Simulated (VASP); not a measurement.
GaSi2S2, 5 atoms in the cell. It takes space group P-3m1 (No. 164, trigonal). Conventional cell: a = 3.927 Å, b = 3.927 Å, c = 7.814 Å, α = 90.00°, β = 90.00°, γ = 120.00°. Within 3.5 Å of Ga (site symmetry -3m) lie 6 S at 2.64 Å. Within 2.9 Å of Si (site symmetry 3m) lie 1 S at 2.17 Å and 3 Si at 2.39 Å. S (site symmetry 3m) has 1 Si at 2.17 Å and 3 Ga at 2.64 Å within 2.9 Å. 

* Program: VASP 6.6.1
* Task: single point
* Functional: PBE
* Potentials or basis: VASP PAW PBE potentials, release 64 (Ga_d, Si, S)
* Cutoff: 500 eV
* k mesh: 6 × 6 × 2
* Occupations: gaussian, width 0.1 eV
* Spin: no spin polarisation
* Dipole correction: no
* Further INCAR settings: ALGO = Normal; EDIFF = 1e-06; NBANDS = 24

Potentials or basis: VASP PAW PBE potentials, release 64 (Ga_d, Si, S).

The run is started by

```sh
$ cat potpaw_PBE.64/Ga_d/POTCAR potpaw_PBE.64/Si/POTCAR potpaw_PBE.64/S/POTCAR > POTCAR
$ mpirun -np 1 vasp_std > vasp.out
```

Hardware: 1 thread of AMD EPYC 9R45 (Zen 5) (shared host).

Task: Estimate the wall time of this run.

Result: It took 17 s on 1 thread of AMD EPYC 9R45 (Zen 5) (shared host), peak memory 0.19 GiB. Counts: scf iterations 14, k points 14.
